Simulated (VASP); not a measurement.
# BeS (F-43m) in VASP: further runs

The runs below take BeS through single point, with HSE06, PBE0.

Program: VASP 6.6.1. These are calculated values, not measurements. Logs are shortened: lines on timing, memory, paths and dates and some standing lists are left out, and cuts for length are marked.

### Step 1. The cell of the first run

Symmetry: F-43m, No. 216, cubic system. Conventional cell: a = 4.817 Å, b = 4.817 Å, c = 4.817 Å, α = 90.00°, β = 90.00°, γ = 90.00°. S (site symmetry -43m) has 4 Be at 2.09 Å within 2.8 Å. Within 2.8 Å of Be (site symmetry -43m) lie 4 S at 2.09 Å.

### Step 2. Single point, HSE06

File POSCAR:

```
BeS
1.0
    0.0000000000      2.4087243418      2.4087243418
    2.4087243418      0.0000000000      2.4087243418
    2.4087243418      2.4087243418      0.0000000000
S Be
1 1
Direct
    0.7500000000      0.7500000000      0.7500000000
    0.0000000000      0.0000000000      0.0000000000
```

File INCAR.step1:

```
ALGO = Normal ; EDIFF = 1E-5
ENCUT = 520 ; GGA = PE
ISIF = 2 ; ISMEAR = -1
LASPH = True ; LREAL = False
LWAVE = True ; NBANDS = 11
NELM = 100 ; PREC = Accurate
SIGMA = 0.05
```

File INCAR.step2:

```
ALGO = Normal ; EDIFF = 1E-7
ENCUT = 520 ; GGA = PE
HFSCREEN = 0.2079 ; ISIF = 2
ISMEAR = -1 ; ISTART = 1
LASPH = True ; LCHARG = True
LELF = True ; LHFCALC = True
LREAL = False ; LVHAR = True
LWAVE = False ; NBANDS = 11
NELM = 100 ; PREC = Accurate
PRECFOCK = Normal ; SIGMA = 0.05
```

File KPOINTS:

```
k-points
0
Gamma
  6 6 6
```

Potentials or basis: VASP PAW PBE potentials, release 64 (S, Be).

Run with:

```sh
cat potpaw_PBE.64/S/POTCAR potpaw_PBE.64/Be/POTCAR > POTCAR
cp INCAR.step1 INCAR
mpirun -np 1 vasp_std > vasp.out
cp INCAR.step2 INCAR
mpirun -np 1 vasp_std > vasp.out
```

OUTCAR:

```text
EDIFF = 1E-7
   ENCUT = 520
   GGA = PE
   HFSCREEN = 0.2079
   ISIF = 2
   ISMEAR = -1
   ISTART = 1
   LASPH = True
   LHFCALC = True
   LREAL = False
   NELM = 100
   PREC = Accurate
   PRECFOCK = Normal

 ion  position               nearest neighbor table
   1  0.750  0.750  0.750-   2 2.09   2 2.09   2 2.09   2 2.09
   2  0.000  0.000  0.000-   1 2.09   1 2.09   1 2.09   1 2.09

  LATTYP: Found a face centered cubic cell.
 ALAT       =     4.8174486836

  Lattice vectors:

 A1 = (   0.0000000000,   2.4087243418,   2.4087243418)
 A2 = (   2.4087243418,   0.0000000000,   2.4087243418)
 A3 = (   2.4087243418,   2.4087243418,   0.0000000000)

Analysis of symmetry for initial positions (statically):
=====================================================================
 Subroutine PRICEL returns:
 Original cell was already a primitive cell.

 Routine SETGRP: Setting up the symmetry group for a
 face centered cubic supercell.

 Subroutine GETGRP returns: Found 24 space group operations
 (whereof 24 operations were pure point group operations)
 out of a pool of 48 trial point group operations.

The static configuration has the point symmetry T_d .

Analysis of symmetry for dynamics (positions and initial velocities):
=====================================================================
 Subroutine PRICEL returns:
 Original cell was already a primitive cell.

 Routine SETGRP: Setting up the symmetry group for a
 face centered cubic supercell.

 Subroutine GETGRP returns: Found 24 space group operations
 (whereof 24 operations were pure point group operations)
 out of a pool of 48 trial point group operations.

The dynamic configuration has the point symmetry T_d .

 Subroutine INISYM returns: Found 24 space group operations
 (whereof 24 operations are pure point group operations),
 and found     1 'primitive' translations

----------------------------------------------------------------------------------------

                                     Primitive cell

  volume of cell :      27.9506

  direct lattice vectors                    reciprocal lattice vectors
     0.000000000  2.408724342  2.408724342    -0.207578755  0.207578755  0.207578755
     2.408724342  0.000000000  2.408724342     0.207578755 -0.207578755  0.207578755
     2.408724342  2.408724342  0.000000000     0.207578755  0.207578755 -0.207578755

  length of vectors
     3.406450632  3.406450632  3.406450632     0.359536950  0.359536950  0.359536950

  position of ions in fractional coordinates (direct lattice)
     0.750000000  0.750000000  0.750000000
     0.000000000  0.000000000  0.000000000

  ion indices of the primitive-cell ions
   primitive index   ion index
                 1           1
                 2           2

----------------------------------------------------------------------------------------

 KPOINTS: k-points

Automatic generation of k-mesh.
 Grid dimensions read from file:
 generate k-points for:    6    6    6

 Generating k-lattice:

  Cartesian coordinates                     Fractional coordinates (reciprocal lattice)
    -0.034596459  0.034596459  0.034596459     0.166666667  0.000000000  0.000000000
     0.034596459 -0.034596459  0.034596459     0.000000000  0.166666667  0.000000000
     0.034596459  0.034596459 -0.034596459     0.000000000  0.000000000  0.166666667

  Length of vectors
     0.059922825  0.059922825  0.059922825

  Shift w.r.t. Gamma in fractional coordinates (k-lattice)
     0.000000000  0.000000000  0.000000000

 Subroutine IBZKPT returns following result:
 ===========================================

 Found     16 irreducible k-points:

 Following reciprocal coordinates:
            Coordinates               Weight
  0.000000  0.000000  0.000000      1.000000
  0.166667  0.000000  0.000000      8.000000
  0.333333  0.000000  0.000000      8.000000
  0.500000  0.000000  0.000000      4.000000
  0.166667  0.166667  0.000000      6.000000
  0.333333  0.166667  0.000000     24.000000
[... 8 lines left out ...]
 -0.333333  0.333333  0.166667     24.000000
 -0.333333  0.500000  0.166667     12.000000
   k-points           NKPTS =     16   k-points in BZ     NKDIM =    216   number of bands    NBANDS=     11
   number of dos      NEDOS =    301   number of ions     NIONS =      2
   total plane-waves  NPLWV =  21952
   dimension x,y,z NGX =    28 NGY =   28 NGZ =   28
   dimension x,y,z NGXF=    56 NGYF=   56 NGZF=   56
   ions per type =               1   1
   NGX,Y,Z   is equivalent  to a cutoff of  13.66, 13.66, 13.66 a.u.
   NGXF,Y,Z  is equivalent  to a cutoff of  27.33, 27.33, 27.33 a.u.
 SYSTEM =  unknown system
   PREC   = accura    normal or accurate (medium, high low for compatibility)
   ISTART =      1    job   : 0-new  1-cont  2-samecut
   ICHARG =      0    charge: 1-file 2-atom 10-const
   ISPIN  =      1    spin polarized calculation?
   LNONCOLLINEAR =      F non collinear calculations
   LSORBIT =      F    spin-orbit coupling
   LASPH  =      T    aspherical Exc in radial PAW
   ENCUT  =  520.0 eV  38.22 Ry    6.18 a.u.   6.33  6.33  6.33*2*pi/ulx,y,z
   NELM   =    100;   NELMIN=  2; NELMDL=  0     # of ELM steps
   EDIFF  = 0.1E-06   stopping-criterion for ELM
   LREAL  =      F    real-space projection
   EDIFFG = 0.1E-05   stopping-criterion for IOM
   NSW    =      0    number of steps for IOM
   IBRION =     -1    ionic relax: 0-MD 1-quasi-New 2-CG
   NFREE  =      0    steps in history (QN), initial steepest desc. (CG)
   ISIF   =      2    stress and relaxation
   ISYM   =      3    0-nonsym 1-usesym 2-fastsym
   POTIM  = 0.5000    time-step for ionic-motion
   TEBEG  =    0.0;   TEEND  =   0.0 temperature during run
   PSTRESS=    0.0 pullay stress
   NELECT =       8.0000    total number of electrons
   NUPDOWN=      -1.0000    fix difference up-down
   EMIN   =  10.00;   EMAX   =-10.00  energy-range for DOS
   EFERMI =   0.00;   METHOD = LEGACY
   ISMEAR =    -1;   SIGMA  =   0.05  broadening in eV -4-tet -1-fermi 0-gaus
   EFERMI_NEDOS =   21; number of points for ismear=-14 and -15
   IALGO  =     38    algorithm
   IMIX   =      1    mixing-type and parameters
     AMIX     =   0.40;   BMIX     =  1.00
     AMIX_MAG =   1.60;   BMIX_MAG =  1.00
  volume/ion in A,a.u.               =      13.98        94.31
  Fermi-wavevector in a.u.,A,eV,Ry     =   1.078883  2.038793 15.837029  1.163989
  Thomas-Fermi vector in A             =   2.214834
   LORBIT       =      0    0 simple, 1 ext, 2 COOP (PROOUT), +10 PAW based schemes
   GGA     = PE    functional components
   LHFCALC =     T    Hartree Fock is set to
   PRECFOCK=normal    Normal, Fast or Accurate (Low or Medium for compatibility)
   ENCUT4O =  -1.0   cutoff for four orbital integrals eV
   NKREDX  =     1    reduce k-point grid by
   NKREDY  =     1    reduce k-point grid by
   NKREDZ  =     1    reduce k-point grid by
   AEXX    =    0.2500 exact exchange contribution
   HFSCREEN=    0.2079 screening length (either q_TF or 0.3 A-1)
   HFSCREENC=   0.2079 screening length for correlation (either q_TF or 0.3 A-1)
   ENCUTFOCK=  -1.0 apply spherical cutoff to Coloumb kernel
   IVDW    =     0    specifies the selected vdW correction
   LEPSILON=     F    determine dielectric tensor
   LRPA    =     F    only Hartree local field effects (RPA)
 non-spin polarized calculation
  energy-cutoff  :      520.00
  volume of cell :       27.95
 maximum number of plane-waves:       769
 NGX is ok and might be reduce to    28
  NGX = 20; NGY = 20; NGZ = 20

 number of electron       8.0000000 magnetization

 Free energy of the ion-electron system (eV)
  ---------------------------------------------------
  ext. energy  EPLUGINS =         0.00000000
  ---------------------------------------------------
  free energy    TOTEN  =       -11.38437541 eV

  energy without entropy =      -11.38437541  energy(sigma->0) =      -11.38437541

 E-fermi :   4.8080     XC(G=0):  -8.1535

 val. band max:        3.7330594056   @ k =   0.0000   0.0000   0.0000
 cond. band min:       7.7352024101   @ k =   0.5000   0.5000   0.0000
 fundamental gap:      4.0021430045
 Fermi energy:         4.8080082893

 k-point     1 :       0.0000    0.0000    0.0000
  band No.  band energies     occupation
      1     -11.5021      2.00000
      2       3.7331      2.00000
      3       3.7331      2.00000
      4       3.7331      2.00000
      5      10.5886      0.00000
      6      10.5886      0.00000
      7      10.5886      0.00000
      8      10.9786      0.00000
      9      18.0493      0.00000
     10      18.0493      0.00000
     11      20.1717      0.00000

 k-point     2 :       0.1667    0.0000    0.0000
  band No.  band energies     occupation
      1     -11.1502      2.00000
      2       1.6574      2.00000
      3       3.3744      2.00000
      4       3.3744      2.00000
      5      10.5348      0.00000
      6      11.2063      0.00000
      7      11.2063      0.00000
      8      13.0631      0.00000
      9      17.0342      0.00000
     10      17.0342      0.00000
     11      19.7710      0.00000

 k-point     3 :       0.3333    0.0000    0.0000
  band No.  band energies     occupation
      1     -10.2664      2.00000
      2      -1.3633      2.00000
      3       2.8107      2.00000
      4       2.8107      2.00000
      5      10.4608      0.00000
      6      11.6326      0.00000
      7      11.6326      0.00000
      8      15.6786      0.00000
      9      17.8756      0.00000
     10      17.8756      0.00000
     11      19.5513      0.00000
[... 155 lines left out ...]
 k-point    15 :      -0.3333    0.3333    0.1667
  band No.  band energies     occupation
      1      -9.1665      2.00000
      2      -1.7247      2.00000
      3      -0.1169      2.00000
      4       1.0827      2.00000
      5      11.0124      0.00000
      6      12.0431      0.00000
      7      14.7455      0.00000
      8      15.4837      0.00000
      9      16.5785      0.00000
     10      21.1206      0.00000
     11      21.9449      0.00000

 k-point    16 :      -0.3333    0.5000    0.1667
  band No.  band energies     occupation
      1      -8.9876      2.00000
      2      -1.4466      2.00000
      3      -0.0902      2.00000
      4       0.1916      2.00000
      5       9.9238      0.00000
      6      11.5773      0.00000
      7      15.3216      0.00000
      8      15.8297      0.00000
      9      20.0134      0.00000
     10      20.1379      0.00000
     11      22.6855      0.00000

------------------------ aborting loop because EDIFF is reached ----------------------------------------

  FORCE on cell =-STRESS in cart. coord.  units (eV):
  Direction    XX          YY          ZZ          XY          YZ          ZX
  --------------------------------------------------------------------------------------
  -------------------------------------------------------------------------------------
  Total        0.3744526      0.3744526      0.3744526      0.0000000      0.0000000      0.0000000
  in kB       21.4642714     21.4642714     21.4642714      0.0000000      0.0000000      0.0000000
  external PRESSURE =      21.4642714 kB  Pullay stress =       0.0000000 kB

 VOLUME and BASIS-vectors are now :
 -----------------------------------------------------------------------------
  energy-cutoff  :      520.00
  volume of cell :       27.95
      direct lattice vectors                 reciprocal lattice vectors
     0.000000000  2.408724342  2.408724342    -0.207578755  0.207578755  0.207578755
     2.408724342  0.000000000  2.408724342     0.207578755 -0.207578755  0.207578755
     2.408724342  2.408724342  0.000000000     0.207578755  0.207578755 -0.207578755

 POSITION                                       TOTAL-FORCE (eV/Angst)
 -----------------------------------------------------------------------------------
      3.61309      3.61309      3.61309         0.000000      0.000000     -0.000000
      0.00000      0.00000      0.00000        -0.000000     -0.000000      0.000000
 -----------------------------------------------------------------------------------
    total drift:                                0.000000      0.000000      0.000000

  FREE ENERGIE OF THE ION-ELECTRON SYSTEM (eV)
  ---------------------------------------------------
  free  energy   TOTEN  =       -11.3843754073 eV

  energy  without entropy=      -11.3843754073  energy(sigma->0) =      -11.38437541
```

Wall time 13 min (1 thread of Intel Xeon Platinum 8259CL at 2.50GHz (Skylake/Cascade Lake), shared host); peak memory 0.25 GiB.

What came out:

```
Free energy            : -11.3844 eV
Pressure               : 2.1 GPa
Band gap on the k mesh : 4.00 eV, indirect (least direct gap 6.86 eV)
```

Levels at points of the mesh, in eV from the valence-band top:
| k point | band 1 | band 2 | band 3 | band 4 | band 5 | band 6 | band 7 | band 8 | band 9 |
| --- | --- | --- | --- | --- | --- | --- | --- | --- | --- |
| (0.00, 0.00, 0.00) | -15.24 | 0.00 | 0.00 | 0.00 | 6.86 | 6.86 | 6.86 | 7.25 | 14.32 |
| (0.50, 0.00, 0.00) | -13.39 | -6.50 | -1.15 | -1.15 | 6.69 | 7.77 | 7.77 | 12.65 | 16.69 |
| (0.50, 0.50, 0.00) | -12.77 | -5.66 | -2.96 | -2.96 | 4.00 | 5.94 | 14.70 | 14.70 | 17.54 |

Caveat: the PAW data sets were made with another functional, which shifts forces and pressure a little. A k mesh can miss the band edges.

### Step 3. Single point, HSE06

This run uses another cell than the first one, of 14.26 Å³/atom, 1.020 times its volume.

File POSCAR:

```
BeS
1.0
    0.0000000000      2.4250000000      2.4250000000
    2.4250000000      0.0000000000      2.4250000000
    2.4250000000      2.4250000000      0.0000000000
S Be
1 1
Direct
    0.7500000000      0.7500000000      0.7500000000
    0.0000000000      0.0000000000      0.0000000000
```

File INCAR.step1:

```
ALGO = Normal
EDIFF = 1E-5
ENCUT = 520
GGA = PE
ISIF = 2
ISMEAR = -1
LASPH = T
LCHARG = F
LREAL = F
LWAVE = T
NBANDS = 11
NELM = 100
PREC = Accurate
SIGMA = 0.05
```

File INCAR.step2:

```
ALGO = Normal
EDIFF = 1E-6
ENCUT = 520
GGA = PE
HFSCREEN = 0.2079
ISIF = 2
ISMEAR = -1
ISTART = 1
LASPH = T
LCHARG = F
LHFCALC = T
LREAL = F
LWAVE = F
NBANDS = 11
NELM = 100
PREC = Accurate
PRECFOCK = Normal
SIGMA = 0.05
```

KPOINTS is that of step 2.

Potentials or basis: VASP PAW PBE potentials, release 64 (S, Be).

Run with:

```sh
cat potpaw_PBE.64/S/POTCAR potpaw_PBE.64/Be/POTCAR > POTCAR
cp INCAR.step1 INCAR
mpirun -np 1 vasp_std > vasp.out
cp INCAR.step2 INCAR
mpirun -np 1 vasp_std > vasp.out
```

It took 7.8 min on 1 thread of Intel Xeon Platinum 8259CL at 2.50GHz (Skylake/Cascade Lake), shared host; peak memory 0.26 GiB.

It converged, with:

```
Free energy            : -11.3884 eV
Pressure               : 0.1 GPa
Band gap on the k mesh : 4.05 eV, indirect (least direct gap 6.86 eV)
```

Levels at points of the mesh, in eV from the valence-band top:
| k point | band 1 | band 2 | band 3 | band 4 | band 5 | band 6 | band 7 | band 8 |
| --- | --- | --- | --- | --- | --- | --- | --- | --- |
| (0.00, 0.00, 0.00) | -15.09 | 0.00 | 0.00 | 0.00 | 6.86 | 6.86 | 6.86 | 7.06 |
| (0.50, 0.00, 0.00) | -13.31 | -6.36 | -1.12 | -1.12 | 6.61 | 7.77 | 7.77 | 12.55 |
| (0.50, 0.50, 0.00) | -12.70 | -5.54 | -2.88 | -2.88 | 4.05 | 5.96 | 14.52 | 14.52 |

Caveat: the PAW data sets were made with another functional, which shifts forces and pressure a little. A k mesh can miss the band edges.

[end of part 1 of 2]
